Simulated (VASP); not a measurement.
# Si (I4/mmm) in VASP: a series of runs

The runs below take Si through relaxation of shape and atoms at fixed volume, single point, with r2SCAN.

Program: VASP 6.6.1. These are calculated values, not measurements. Logs are shortened: lines on timing, memory, paths and dates and some standing lists are left out, and cuts for length are marked.

### Step 1. The cell of the first run

Symmetry: I4/mmm, No. 139, tetragonal system. The conventional cell has a = 6.789 Å, b = 6.789 Å, c = 3.914 Å, α = 90.00°, β = 90.00°, γ = 90.00°. Within 3.2 Å of Si (site symmetry m2m) lie 4 Si at 2.39 to 2.42 Å.

### Step 2. Relaxation of shape and atoms at fixed volume, r2SCAN (22.55 Å³/atom)

POSCAR

```
Si
1.0
   -3.3946314503      3.3946314503      1.9572155197
    3.3946314503     -3.3946314503      1.9572155197
    3.3946314503      3.3946314503     -1.9572155197
Si
4
Direct
    0.1785513464      0.1785513464      0.3571026927
    0.8214486536      0.8214486536      0.6428973073
    0.1785513464      0.8214486536      0.0000000000
    0.8214486536      0.1785513464      0.0000000000
```

INCAR.step1

```
PREC = Accurate ; ENCUT = 600
ISMEAR = 0 ; SIGMA = 0.02
LREAL = F ; LASPH = T
NELM = 60 ; GGA = PE
ALGO = Normal ; EDIFF = 1E-4
LWAVE = T ; LCHARG = F
```

INCAR.step2

```
PREC = Accurate ; ENCUT = 600
EDIFF = 1E-6 ; ISMEAR = 0
SIGMA = 0.02 ; LREAL = F
LASPH = T ; NELM = 60
ALGO = Normal ; ISIF = 4
LWAVE = F ; LCHARG = F
METAGGA = R2SCAN ; LMIXTAU = T
IBRION = 2 ; NSW = 50
EDIFFG = -0.01 ; ISTART = 1
```

KPOINTS

```
regular mesh
0
Gamma
  10 10 10
```

Potentials or basis: VASP PAW PBE potentials, release 64 (Si).

On the command line:

```console
> cat potpaw_PBE.64/Si/POTCAR > POTCAR
> cp INCAR.step1 INCAR
> mpirun -np 1 vasp_std > vasp.out
> cp INCAR.step2 INCAR
> mpirun -np 1 vasp_std > vasp.out
```

OUTCAR:

```text
PREC = Accurate
   ENCUT = 600
   EDIFF = 1E-6
   ISMEAR = 0
   LREAL = F
   LASPH = T
   NELM = 60
   ISIF = 4
   METAGGA = R2SCAN
   IBRION = 2
   NSW = 50
   EDIFFG = -0.01
   ISTART = 1

 ion  position               nearest neighbor table
   1  0.179  0.179  0.357-   2 2.39   2 2.39   3 2.42   4 2.42
   2  0.821  0.821  0.643-   1 2.39   1 2.39   4 2.42   3 2.42
   3  0.179  0.821  0.000-   4 2.39   4 2.39   2 2.42   1 2.42
   4  0.821  0.179  0.000-   3 2.39   3 2.39   2 2.42   1 2.42

  LATTYP: Found a body centered tetragonal cell.
 ALAT       =     6.7892629006
 C/A-ratio  =     0.5765620063

  Lattice vectors:

 A1 = (  -3.3946314503,   3.3946314503,   1.9572155197)
 A2 = (   3.3946314503,  -3.3946314503,   1.9572155197)
 A3 = (   3.3946314503,   3.3946314503,  -1.9572155197)

Analysis of symmetry for initial positions (statically):
=====================================================================
 Subroutine PRICEL returns:
 Original cell was already a primitive cell.

 Routine SETGRP: Setting up the symmetry group for a
 body centered tetragonal supercell.

 Subroutine GETGRP returns: Found 16 space group operations
 (whereof 16 operations were pure point group operations)
 out of a pool of 16 trial point group operations.

The static configuration has the point symmetry D_4h.

Analysis of symmetry for dynamics (positions and initial velocities):
=====================================================================
 Subroutine PRICEL returns:
 Original cell was already a primitive cell.

 Routine SETGRP: Setting up the symmetry group for a
 body centered tetragonal supercell.

 Subroutine GETGRP returns: Found 16 space group operations
 (whereof 16 operations were pure point group operations)
 out of a pool of 16 trial point group operations.

The dynamic configuration has the point symmetry D_4h.

 Subroutine INISYM returns: Found 16 space group operations
 (whereof 16 operations are pure point group operations),
 and found     1 'primitive' translations

----------------------------------------------------------------------------------------

                                     Primitive cell

  volume of cell :      90.2161

  direct lattice vectors                    reciprocal lattice vectors
    -3.394631450  3.394631450  1.957215520     0.000000000  0.147291394  0.255464968
     3.394631450 -3.394631450  1.957215520     0.147291394  0.000000000  0.255464968
     3.394631450  3.394631450 -1.957215520     0.147291394  0.147291394  0.000000000

  length of vectors
     5.184374404  5.184374404  5.184374404     0.294884901  0.294884901  0.208301488

  position of ions in fractional coordinates (direct lattice)
     0.178551346  0.178551346  0.357102693
     0.821448654  0.821448654  0.642897307
     0.178551346  0.821448654  0.000000000
     0.821448654  0.178551346  0.000000000

  ion indices of the primitive-cell ions
   primitive index   ion index
                 1           1
                 2           2
                 3           3
                 4           4

----------------------------------------------------------------------------------------

 KPOINTS: regular mesh

Automatic generation of k-mesh.
 Grid dimensions read from file:
 generate k-points for:   10   10   10

 Generating k-lattice:

  Cartesian coordinates                     Fractional coordinates (reciprocal lattice)
     0.000000000  0.014729139  0.025546497     0.100000000  0.000000000 -0.000000000
     0.014729139  0.000000000  0.025546497     0.000000000  0.100000000 -0.000000000
     0.014729139  0.014729139  0.000000000     0.000000000  0.000000000  0.100000000

  Length of vectors
     0.029488490  0.029488490  0.020830149

  Shift w.r.t. Gamma in fractional coordinates (k-lattice)
     0.000000000  0.000000000  0.000000000

 Subroutine IBZKPT returns following result:
 ===========================================

 Found    102 irreducible k-points:

 Following reciprocal coordinates:
            Coordinates               Weight
  0.000000  0.000000  0.000000      1.000000
  0.100000  0.000000 -0.000000      8.000000
  0.200000  0.000000 -0.000000      8.000000
  0.300000  0.000000 -0.000000      8.000000
  0.400000  0.000000 -0.000000      8.000000
  0.500000  0.000000 -0.000000      4.000000
[... 16 lines left out ...]
  0.300000  0.300000 -0.000000      8.000000
  0.400000  0.300000  0.000000     16.000000
 [... further k-points ...]
   k-points           NKPTS =    102   k-points in BZ     NKDIM =    102   number of bands    NBANDS=     12
   number of dos      NEDOS =    301   number of ions     NIONS =      4
   total plane-waves  NPLWV =  74088
   dimension x,y,z NGX =    42 NGY =   42 NGZ =   42
   dimension x,y,z NGXF=    84 NGYF=   84 NGZF=   84
   ions per type =               4
   NGX,Y,Z   is equivalent  to a cutoff of  13.47, 13.47, 13.47 a.u.
   NGXF,Y,Z  is equivalent  to a cutoff of  26.94, 26.94, 26.94 a.u.
 SYSTEM =  unknown system
   PREC   = accura    normal or accurate (medium, high low for compatibility)
   ISTART =      1    job   : 0-new  1-cont  2-samecut
   ICHARG =      0    charge: 1-file 2-atom 10-const
   ISPIN  =      1    spin polarized calculation?
   LNONCOLLINEAR =      F non collinear calculations
   LSORBIT =      F    spin-orbit coupling
   LASPH  =      T    aspherical Exc in radial PAW
   ENCUT  =  600.0 eV  44.10 Ry    6.64 a.u.  10.35 10.35 10.35*2*pi/ulx,y,z
   NELM   =     60;   NELMIN=  2; NELMDL=  0     # of ELM steps
   EDIFF  = 0.1E-05   stopping-criterion for ELM
   LREAL  =      F    real-space projection
   EDIFFG = -.1E-01   stopping-criterion for IOM
   NSW    =     50    number of steps for IOM
   IBRION =      2    ionic relax: 0-MD 1-quasi-New 2-CG
   NFREE  =      1    steps in history (QN), initial steepest desc. (CG)
   ISIF   =      4    stress and relaxation
   ISYM   =      2    0-nonsym 1-usesym 2-fastsym
   POTIM  = 0.5000    time-step for ionic-motion
   TEBEG  =    0.0;   TEEND  =   0.0 temperature during run
   PSTRESS=    0.0 pullay stress
   NELECT =      16.0000    total number of electrons
   NUPDOWN=      -1.0000    fix difference up-down
   EMIN   =  10.00;   EMAX   =-10.00  energy-range for DOS
   EFERMI =   0.00;   METHOD = LEGACY
   ISMEAR =     0;   SIGMA  =   0.02  broadening in eV -4-tet -1-fermi 0-gaus
   EFERMI_NEDOS =   21; number of points for ismear=-14 and -15
   IALGO  =     38    algorithm
   IMIX   =      4    mixing-type and parameters
     AMIX     =   0.40;   BMIX     =  1.00
     AMIX_MAG =   1.60;   BMIX_MAG =  1.00
  volume/ion in A,a.u.               =      22.55       152.20
  Fermi-wavevector in a.u.,A,eV,Ry     =   0.919786  1.738144 11.510618  0.846007
  Thomas-Fermi vector in A             =   2.045019
   LORBIT       =      0    0 simple, 1 ext, 2 COOP (PROOUT), +10 PAW based schemes
   METAGGA = R2SCAN    functional components
   LHFCALC =     F    Hartree Fock is set to
   AEXX    =    0.0000 exact exchange contribution
   IVDW    =     0    specifies the selected vdW correction
   LEPSILON=     F    determine dielectric tensor
   LRPA    =     F    only Hartree local field effects (RPA)
 conjugate gradient relaxation of ions
 non-spin polarized calculation
 Gauss-broadening in eV      SIGMA  =   0.02
  energy-cutoff  :      600.00
  volume of cell :       90.22
 maximum number of plane-waves:      3032
 NGX is ok and might be reduce to    42
   NGX = 21   NGY = 21   NGZ = 21

--------------------------------------- Ionic step        1  -------------------------------------------

 number of electron      15.9999999 magnetization

 Free energy of the ion-electron system (eV)
  ---------------------------------------------------
  ext. energy  EPLUGINS =         0.00000000
  ---------------------------------------------------
  free energy    TOTEN  =       -34.54688109 eV

  energy without entropy =      -34.54688109  energy(sigma->0) =      -34.54688109

------------------------ aborting loop because EDIFF is reached ----------------------------------------

  FORCE on cell =-STRESS in cart. coord.  units (eV):
  Direction    XX          YY          ZZ          XY          YZ          ZX
  --------------------------------------------------------------------------------------
  -------------------------------------------------------------------------------------
  Total       -2.6508381     -2.6508381     -2.7360653      0.0000000      0.0000000      0.0000000
  in kB      -47.0771189    -47.0771189    -48.5906979      0.0000000      0.0000000      0.0000000
  external PRESSURE =     -47.5816452 kB  Pullay stress =       0.0000000 kB
[... 99 lines left out ...]
  energy  without entropy=      -34.5470786908  energy(sigma->0) =      -34.54707869

--------------------------------------- Ionic step        4  -------------------------------------------

 number of electron      15.9999999 magnetization

 Free energy of the ion-electron system (eV)
  ---------------------------------------------------
  ext. energy  EPLUGINS =         0.00000000
  ---------------------------------------------------
  free energy    TOTEN  =       -34.54709733 eV

  energy without entropy =      -34.54709733  energy(sigma->0) =      -34.54709733

 E-fermi :   4.8736     XC(G=0):  -9.3021

 val. band max:        4.7573286087   @ k =   0.5000   0.5000   0.5000
 cond. band min:       5.4111331354   @ k =   0.3000   0.2000   0.2000
 fundamental gap:      0.6538045267
 Fermi energy:         4.8735740289

 k-point     1 :       0.0000    0.0000    0.0000
  band No.  band energies     occupation
      1      -7.4215      2.00000
      2      -3.2252      2.00000
      3      -0.8780      2.00000
      4      -0.8780      2.00000
      5       1.0634      2.00000
      6       3.3323      2.00000
      7       3.3323      2.00000
      8       4.2291      2.00000
      9       6.4395      0.00000
     10       6.5211      0.00000
     11       6.5211      0.00000
     12       7.3633      0.00000
[... 331 lines left out ...]
 k-point    24 :       0.4000    0.3000    0.0000
  band No.  band energies     occupation
      1      -5.7518      2.00000
      2      -4.5450      2.00000
      3      -2.4426      2.00000
      4      -0.3303      2.00000
      5       0.6551      2.00000
      6       1.8739      2.00000
      7       2.7671      2.00000
      8       3.4070      2.00000
      9       6.3830      0.00000
     10       6.7842      0.00000
     11       8.1293      0.00000
     12       8.8873      0.00000

 [... further k-points ...]
[... 5 lines left out ...]
  --------------------------------------------------------------------------------------
  -------------------------------------------------------------------------------------
  Total       -2.6744991     -2.6744991     -2.6423514      0.0000000      0.0000000     -0.0000000
  in kB      -47.4973230    -47.4973230    -46.9264018      0.0000000      0.0000000     -0.0000000
  external PRESSURE =     -47.3070159 kB  Pullay stress =       0.0000000 kB
[... 19 lines left out ...]
  FREE ENERGIE OF THE ION-ELECTRON SYSTEM (eV)
  ---------------------------------------------------
  free  energy   TOTEN  =       -34.5470973350 eV

  energy  without entropy=      -34.5470973350  energy(sigma->0) =      -34.54709733

 reached required accuracy - stopping structural energy minimisation
```

It took 35 min on 1 thread of Intel Xeon 8259CL, shared host; peak memory 0.34 GiB.

What came out:

```yaml
Free_energy: -34.5471 eV
Energy_gained_by_relaxing: 0.1 meV/atom
Ionic_steps: 4
Pressure_after_relaxing: -4.7 GPa
Band_gap_on_the_k_mesh: 0.65 eV (least direct gap 0.74 eV)
```

Forces on the atoms (eV/Å):
```
Si  -0.002 -0.002  0.000
Si   0.002  0.002  0.000
Si   0.002 -0.002  0.000
Si  -0.002  0.002  0.000
```

Step by step:
```
step  energy change (eV)  largest force (eV/Å)  pressure (GPa)  volume (Å³)
   1              0.0000                0.0382           -4.76        90.22
   2             -0.0002                0.0013           -4.74        90.22
   3             -0.0002                0.0072           -4.73        90.22
   4             -0.0002                0.0028           -4.73        90.22
```

Final structure:
```
Si
1.0
    -3.39739    3.39739    1.95404
     3.39739   -3.39739    1.95404
     3.39739    3.39739   -1.95404
Si
4
Cartesian
  1.2117 1.2117 0.0000
  2.1857 2.1857 1.9540
  2.1857 -2.1857 1.9540
  1.2117 5.5831 0.0000
```

Levels at points of the mesh, in eV from the valence-band top:
```
           k point  band 4  band 5  band 6  band 7  band 8  band 9  band 10  band 11  band 12
(0.00, 0.00, 0.00)   -5.64   -3.69   -1.42   -1.42   -0.53    1.68     1.76     1.76     2.61
(0.50, 0.00, 0.00)   -6.19   -4.27   -3.39   -2.32   -1.42    1.16     2.61     3.32     3.80
(0.50, 0.50, 0.00)   -5.03   -2.77   -1.92   -1.80   -1.54    1.93     2.16     2.26     4.22
(0.50, 0.50, 0.50)   -4.86   -2.86   -0.16    0.00    0.00    0.74     3.13     3.67     4.28
```

Caveat: the PAW data sets were made with another functional, which shifts forces and pressure a little. A k mesh can miss the band edges.

(Continued in part 2 of 2.)
